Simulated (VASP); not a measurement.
CsMgBiO3, 6 atoms in the cell. Symmetry: R3m, No. 160, trigonal system. The conventional cell has a = 6.461 Å, b = 6.461 Å, c = 11.391 Å, α = 90.00°, β = 90.00°, γ = 120.00°. Within 4.4 Å of Cs (site symmetry 3m) lie 9 O at 3.33 to 3.50 Å and 4 Bi at 3.74 to 4.01 Å and 4 Mg at 3.78 to 4.38 Å. Within 2.5 Å of Mg (site symmetry 3m) lie 3 O at 1.91 Å. Bi (site symmetry 3m) has 3 O at 2.10 Å within 2.8 Å. O (site symmetry m) has 1 Mg at 1.91 Å and 1 Bi at 2.10 Å within 2.5 Å. 

- Program: VASP 6.6.1
- Task: single point
- Functional: PBE
- Potentials or basis: VASP PAW PBE potentials, release 64 (Cs_sv, Mg, Bi_d, O)
- Cutoff: 520 eV
- k mesh: 4 × 4 × 4
- Occupations: gaussian, width 0.01 eV
- Spin: no spin polarisation
- Dipole correction: no
- Further INCAR settings: ALGO = Normal; EDIFF = 1e-06; NBANDS = 31

Potentials or basis: VASP PAW PBE potentials, release 64 (Cs_sv, Mg, Bi_d, O).

Run with:

```bash
$ cat potpaw_PBE.64/Cs_sv/POTCAR potpaw_PBE.64/Mg/POTCAR potpaw_PBE.64/Bi_d/POTCAR potpaw_PBE.64/O/POTCAR > POTCAR
$ mpirun -np 1 vasp_std > vasp.out
```

Hardware: 1 thread of AMD EPYC 7R13 Processor (Zen 3), with other jobs on the host.

**Question.** Estimate the wall time of this run.

**Answer.** Run time: 60 s on 1 thread of AMD EPYC 7R13 Processor (Zen 3), with other jobs on the host, peak memory 0.24 GiB. Counts: scf iterations 15, k points 13.
